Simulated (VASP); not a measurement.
# GaAs (F-43m) in VASP: notebook

The runs below take GaAs through single point, with PBE.

All numbers are computed with VASP 6.6.1; they aren't measurements. Logs are shortened: lines on timing, memory, paths and dates and some standing lists are left out, and cuts for length are marked.

## Step 1: The cell of the first run

The structure is cubic, space group F-43m (No. 216). Conventional cell: a = 5.538 Å, b = 5.538 Å, c = 5.538 Å, α = 90.00°, β = 90.00°, γ = 90.00°. Within 3.2 Å of Ga (site symmetry -43m) lie 4 As at 2.40 Å. Within 3.2 Å of As (site symmetry -43m) lie 4 Ga at 2.40 Å.

## Step 2: Single point, PBE (volume scaled by 0.94, then relaxed in part)

INCAR reads:

```
PREC     = Accurate       # precision mode
ENCUT    = 520            # plane-wave cutoff, eV
EDIFF    = 1E-7           # SCF threshold, eV
ISMEAR   = -1             # smearing method
SIGMA    = 0.02           # smearing width, eV
LREAL    = F              # projectors in reciprocal space
LASPH    = T              # aspherical terms in the spheres
NELM     = 100            # most SCF steps
ALGO     = Normal         # electronic algorithm
ISIF     = 2              # what is computed and relaxed
LWAVE    = F              # write WAVECAR
LCHARG   = T              # write CHGCAR
GGA      = PE             # functional
LELF     = T              # ELF
LVHAR    = T            
NBANDS   = 16             # bands
```

KPOINTS reads:

```
regular mesh
0
Gamma
  13 13 13
```

POSCAR reads:

```
GaAs
1.0
    0.0000000000      2.7691429914      2.7691429914
    2.7691429914      0.0000000000      2.7691429914
    2.7691429914      2.7691429914      0.0000000000
Ga As
1 1
Direct
    0.0000000000      0.0000000000      0.0000000000
    0.2500000000      0.2500000000      0.2500000000
```

Potentials or basis: VASP PAW PBE potentials, release 64 (Ga_d, As).

Launch:

```sh
$ cat potpaw_PBE.64/Ga_d/POTCAR potpaw_PBE.64/As/POTCAR > POTCAR
$ mpirun -np 1 vasp_std > vasp.out
```

OUTCAR:

```text
PREC = Accurate
   ENCUT = 520
   EDIFF = 1E-7
   ISMEAR = -1
   LREAL = F
   LASPH = T
   NELM = 100
   ISIF = 2
   GGA = PE

 ion  position               nearest neighbor table
   1  0.000  0.000  0.000-   2 2.40   2 2.40   2 2.40   2 2.40
   2  0.250  0.250  0.250-   1 2.40   1 2.40   1 2.40   1 2.40

  LATTYP: Found a face centered cubic cell.
 ALAT       =     5.5382859828

  Lattice vectors:

 A1 = (   0.0000000000,   2.7691429914,   2.7691429914)
 A2 = (   2.7691429914,   0.0000000000,   2.7691429914)
 A3 = (   2.7691429914,   2.7691429914,   0.0000000000)

Analysis of symmetry for initial positions (statically):
=====================================================================
 Subroutine PRICEL returns:
 Original cell was already a primitive cell.

 Routine SETGRP: Setting up the symmetry group for a
 face centered cubic supercell.

 Subroutine GETGRP returns: Found 24 space group operations
 (whereof 24 operations were pure point group operations)
 out of a pool of 48 trial point group operations.

The static configuration has the point symmetry T_d .

Analysis of symmetry for dynamics (positions and initial velocities):
=====================================================================
 Subroutine PRICEL returns:
 Original cell was already a primitive cell.

 Routine SETGRP: Setting up the symmetry group for a
 face centered cubic supercell.

 Subroutine GETGRP returns: Found 24 space group operations
 (whereof 24 operations were pure point group operations)
 out of a pool of 48 trial point group operations.

The dynamic configuration has the point symmetry T_d .

 Subroutine INISYM returns: Found 24 space group operations
 (whereof 24 operations are pure point group operations),
 and found     1 'primitive' translations

----------------------------------------------------------------------------------------

                                     Primitive cell

  volume of cell :      42.4684

  direct lattice vectors                    reciprocal lattice vectors
     0.000000000  2.769142991  2.769142991    -0.180561279  0.180561279  0.180561279
     2.769142991  0.000000000  2.769142991     0.180561279 -0.180561279  0.180561279
     2.769142991  2.769142991  0.000000000     0.180561279  0.180561279 -0.180561279

  length of vectors
     3.916159575  3.916159575  3.916159575     0.312741309  0.312741309  0.312741309

  position of ions in fractional coordinates (direct lattice)
     0.000000000  0.000000000  0.000000000
     0.250000000  0.250000000  0.250000000

  ion indices of the primitive-cell ions
   primitive index   ion index
                 1           1
                 2           2

----------------------------------------------------------------------------------------

 KPOINTS: regular mesh

Automatic generation of k-mesh.
 Grid dimensions read from file:
 generate k-points for:   13   13   13

 Generating k-lattice:

  Cartesian coordinates                     Fractional coordinates (reciprocal lattice)
    -0.013889329  0.013889329  0.013889329     0.076923077  0.000000000  0.000000000
     0.013889329 -0.013889329  0.013889329     0.000000000  0.076923077  0.000000000
     0.013889329  0.013889329 -0.013889329     0.000000000  0.000000000  0.076923077

  Length of vectors
     0.024057024  0.024057024  0.024057024

  Shift w.r.t. Gamma in fractional coordinates (k-lattice)
     0.000000000  0.000000000  0.000000000

 Subroutine IBZKPT returns following result:
 ===========================================

 Found     84 irreducible k-points:

 Following reciprocal coordinates:
            Coordinates               Weight
  0.000000  0.000000  0.000000      1.000000
  0.076923  0.000000  0.000000      8.000000
  0.153846  0.000000  0.000000      8.000000
  0.230769  0.000000  0.000000      8.000000
  0.307692  0.000000  0.000000      8.000000
  0.384615  0.000000  0.000000      8.000000
[... 16 lines left out ...]
  0.384615  0.153846  0.000000     24.000000
  0.461538  0.153846  0.000000     24.000000
 [... further k-points ...]
   k-points           NKPTS =     84   k-points in BZ     NKDIM =     84   number of bands    NBANDS=     16
   number of dos      NEDOS =    301   number of ions     NIONS =      2
   total plane-waves  NPLWV =  27000
   dimension x,y,z NGX =    30 NGY =   30 NGZ =   30
   dimension x,y,z NGXF=    60 NGYF=   60 NGZF=   60
   ions per type =               1   1
   NGX,Y,Z   is equivalent  to a cutoff of  12.74, 12.74, 12.74 a.u.
   NGXF,Y,Z  is equivalent  to a cutoff of  25.47, 25.47, 25.47 a.u.
 SYSTEM =  unknown system
   PREC   = accura    normal or accurate (medium, high low for compatibility)
   ISTART =      0    job   : 0-new  1-cont  2-samecut
   ICHARG =      2    charge: 1-file 2-atom 10-const
   ISPIN  =      1    spin polarized calculation?
   LNONCOLLINEAR =      F non collinear calculations
   LSORBIT =      F    spin-orbit coupling
   LASPH  =      T    aspherical Exc in radial PAW
   ENCUT  =  520.0 eV  38.22 Ry    6.18 a.u.   7.28  7.28  7.28*2*pi/ulx,y,z
   NELM   =    100;   NELMIN=  2; NELMDL= -5     # of ELM steps
   EDIFF  = 0.1E-06   stopping-criterion for ELM
   LREAL  =      F    real-space projection
   EDIFFG = 0.1E-05   stopping-criterion for IOM
   NSW    =      0    number of steps for IOM
   IBRION =     -1    ionic relax: 0-MD 1-quasi-New 2-CG
   NFREE  =      0    steps in history (QN), initial steepest desc. (CG)
   ISIF   =      2    stress and relaxation
   ISYM   =      2    0-nonsym 1-usesym 2-fastsym
   POTIM  = 0.5000    time-step for ionic-motion
   TEBEG  =    0.0;   TEEND  =   0.0 temperature during run
   PSTRESS=    0.0 pullay stress
   NELECT =      18.0000    total number of electrons
   NUPDOWN=      -1.0000    fix difference up-down
   EMIN   =  10.00;   EMAX   =-10.00  energy-range for DOS
   EFERMI =   0.00;   METHOD = LEGACY
   ISMEAR =    -1;   SIGMA  =   0.02  broadening in eV -4-tet -1-fermi 0-gaus
   EFERMI_NEDOS =   21; number of points for ismear=-14 and -15
   IALGO  =     38    algorithm
   IMIX   =      4    mixing-type and parameters
     AMIX     =   0.40;   BMIX     =  1.00
     AMIX_MAG =   1.60;   BMIX_MAG =  1.00
  volume/ion in A,a.u.               =      21.23       143.30
  Fermi-wavevector in a.u.,A,eV,Ry     =   1.229731  2.323856 20.575267  1.512239
  Thomas-Fermi vector in A             =   2.364607
   LORBIT       =      0    0 simple, 1 ext, 2 COOP (PROOUT), +10 PAW based schemes
   GGA     = PE    functional components
   LHFCALC =     F    Hartree Fock is set to
   AEXX    =    0.0000 exact exchange contribution
   IVDW    =     0    specifies the selected vdW correction
   LEPSILON=     F    determine dielectric tensor
   LRPA    =     F    only Hartree local field effects (RPA)
 non-spin polarized calculation
  energy-cutoff  :      520.00
  volume of cell :       42.47
 maximum number of plane-waves:      1163
 NGX is ok and might be reduce to    30
   NGX = 15   NGY = 15   NGZ = 15

 number of electron      18.0000010 magnetization

 Free energy of the ion-electron system (eV)
  ---------------------------------------------------
  ext. energy  EPLUGINS =         0.00000000
  ---------------------------------------------------
  free energy    TOTEN  =        -8.14943542 eV

  energy without entropy =       -8.14943542  energy(sigma->0) =       -8.14943542

 E-fermi :   4.9492     XC(G=0):  -9.8699

 val. band max:        4.5331536199   @ k =   0.0000   0.0000   0.0000
 cond. band min:       5.5310043399   @ k =   0.0000   0.0000   0.0000
 fundamental gap:      0.9978507199
 Fermi energy:         4.9491513632

 k-point     1 :       0.0000    0.0000    0.0000
  band No.  band energies     occupation
      1     -10.3978      2.00000
      2     -10.3978      2.00000
      3     -10.3978      2.00000
      4     -10.3021      2.00000
      5     -10.3021      2.00000
      6      -8.6565      2.00000
[... 8 lines left out ...]
     15      14.8100      0.00000
     16      14.8100      0.00000

 k-point     2 :       0.0769    0.0000    0.0000
  band No.  band energies     occupation
      1     -10.4053      2.00000
      2     -10.3961      2.00000
      3     -10.3961      2.00000
      4     -10.3022      2.00000
      5     -10.3022      2.00000
      6      -8.5796      2.00000
[... 8 lines left out ...]
     15      14.2893      0.00000
     16      14.2893      0.00000

 k-point     3 :       0.1538    0.0000    0.0000
  band No.  band energies     occupation
      1     -10.4246      2.00000
      2     -10.3915      2.00000
      3     -10.3915      2.00000
      4     -10.3023      2.00000
      5     -10.3023      2.00000
      6      -8.3552      2.00000
[... 8 lines left out ...]
     15      13.7125      0.00000
     16      13.7125      0.00000

 k-point     4 :       0.2308    0.0000    0.0000
  band No.  band energies     occupation
      1     -10.4490      2.00000
      2     -10.3855      2.00000
      3     -10.3855      2.00000
      4     -10.3020      2.00000
      5     -10.3020      2.00000
      6      -8.0012      2.00000
[... 8 lines left out ...]
     15      13.5881      0.00000
     16      13.6876      0.00000

 k-point     5 :       0.3077    0.0000    0.0000
  band No.  band energies     occupation
      1     -10.4722      2.00000
      2     -10.3800      2.00000
      3     -10.3800      2.00000
      4     -10.3007      2.00000
      5     -10.3007      2.00000
      6      -7.5520      2.00000
[... 8 lines left out ...]
     15      14.0635      0.00000
     16      14.0635      0.00000

 k-point     6 :       0.3846    0.0000    0.0000
  band No.  band energies     occupation
      1     -10.4899      2.00000
      2     -10.3762      2.00000
      3     -10.3762      2.00000
      4     -10.2989      2.00000
      5     -10.2989      2.00000
      6      -7.0805      2.00000
[... 8 lines left out ...]
     15      15.0567      0.00000
     16      15.0567      0.00000
[... 267 lines left out ...]
 k-point    21 :       0.2308    0.1538    0.0000
  band No.  band energies     occupation
      1     -10.4558      2.00000
      2     -10.3798      2.00000
      3     -10.3788      2.00000
      4     -10.3105      2.00000
      5     -10.2972      2.00000
      6      -7.9938      2.00000
[... 8 lines left out ...]
     15      15.0574      0.00000
     16      15.1664      0.00000

 k-point    22 :       0.3077    0.1538    0.0000
  band No.  band energies     occupation
      1     -10.4744      2.00000
      2     -10.3753      2.00000
      3     -10.3726      2.00000
      4     -10.3116      2.00000
      5     -10.2959      2.00000
      6      -7.6144      2.00000
[... 8 lines left out ...]
     15      15.3437      0.00000
     16      15.3550      0.00000

 k-point    23 :       0.3846    0.1538    0.0000
  band No.  band energies     occupation
      1     -10.4903      2.00000
      2     -10.3721      2.00000
      3     -10.3680      2.00000
      4     -10.3105      2.00000
      5     -10.2950      2.00000
      6      -7.1610      2.00000
[... 8 lines left out ...]
     15      15.3699      0.00000
     16      16.0860      0.00000

 k-point    24 :       0.4615    0.1538    0.0000
  band No.  band energies     occupation
      1     -10.5012      2.00000
      2     -10.3704      2.00000
      3     -10.3657      2.00000
      4     -10.3075      2.00000
      5     -10.2952      2.00000
      6      -6.7279      2.00000
[... 8 lines left out ...]
     15      16.3302      0.00000
     16      16.9906      0.00000

 [... further k-points ...]
[... 5 lines left out ...]
  --------------------------------------------------------------------------------------
  -------------------------------------------------------------------------------------
  Total        2.3643611      2.3643611      2.3643611     -0.0000000     -0.0000000      0.0000000
  in kB       89.1986432     89.1986432     89.1986432     -0.0000000     -0.0000000      0.0000000
  external PRESSURE =      89.1986432 kB  Pullay stress =       0.0000000 kB

 VOLUME and BASIS-vectors are now :
 -----------------------------------------------------------------------------
  energy-cutoff  :      520.00
  volume of cell :       42.47
      direct lattice vectors                 reciprocal lattice vectors
     0.000000000  2.769142991  2.769142991    -0.180561279  0.180561279  0.180561279
     2.769142991  0.000000000  2.769142991     0.180561279 -0.180561279  0.180561279
     2.769142991  2.769142991  0.000000000     0.180561279  0.180561279 -0.180561279

 POSITION                                       TOTAL-FORCE (eV/Angst)
 -----------------------------------------------------------------------------------
      0.00000      0.00000      0.00000        -0.000000     -0.000000     -0.000000
      1.38457      1.38457      1.38457         0.000000      0.000000      0.000000
 -----------------------------------------------------------------------------------
    total drift:                                0.000001      0.000001      0.000001

  FREE ENERGIE OF THE ION-ELECTRON SYSTEM (eV)
  ---------------------------------------------------
  free  energy   TOTEN  =        -8.1494354170 eV

  energy  without entropy=       -8.1494354170  energy(sigma->0) =       -8.14943542
```

Wall time 60 s (1 thread of Intel Xeon Platinum 8488C (Sapphire Rapids), shared host); peak memory 0.21 GiB.

What came out:

```yaml
Free_energy: -8.1494 eV
Pressure: 8.9 GPa
Band_gap_on_the_k_mesh: 1.00 eV, direct
```

Caveat: the cell differs from its parent crystal (volume scaled by 0.94, then relaxed in part).

## Step 3: Single point, PBE

This run uses another cell than the first one, of 22.59 Å³/atom, 1.064 times its volume.

INCAR reads:

```
SYSTEM = GaAs
ALGO = Normal ; EDIFF = 1E-6
ENCUT = 520 ; GGA = PE
ISIF = 2 ; ISMEAR = -1
LASPH = .TRUE. ; LCHARG = .TRUE.
LELF = .TRUE. ; LREAL = .FALSE.
LVHAR = .TRUE. ; LWAVE = .FALSE.
NBANDS = 16 ; NELM = 60
PREC = Accurate ; SIGMA = 0.02
```

KPOINTS reads:

```
k-points
0
G
  13 13 13
  0 0 0
```

POSCAR reads:

```
GaAs
1.0
    0.0000000000      2.8268500000      2.8268500000
    2.8268500000      0.0000000000      2.8268500000
    2.8268500000      2.8268500000      0.0000000000
Ga As
1 1
Direct
    0.0000000000      0.0000000000      0.0000000000
    0.2500000000      0.2500000000      0.2500000000
```

Potentials or basis: VASP PAW PBE potentials, release 64 (Ga_d, As).

Launch:

```sh
$ cat potpaw_PBE.64/Ga_d/POTCAR potpaw_PBE.64/As/POTCAR > POTCAR
$ mpirun -np 1 vasp_std > vasp.out
```

Run time: 52 s. Hardware: 1 thread of Intel Xeon Platinum 8488C (Sapphire Rapids), shared host; peak memory 0.21 GiB.

The run converged. Its results:

* Free energy: -8.2519 eV
* Pressure: 3.5 GPa
* Band gap on the k mesh: 0.52 eV, direct

Levels at points of the mesh, in eV from the valence-band top:
```
           k point  band 6  band 7  band 8  band 9  band 10  band 11  band 12  band 13
(0.00, 0.00, 0.00)  -12.73    0.00    0.00    0.00     0.52     3.73     3.73     3.73
```

A k mesh can miss the band edges.
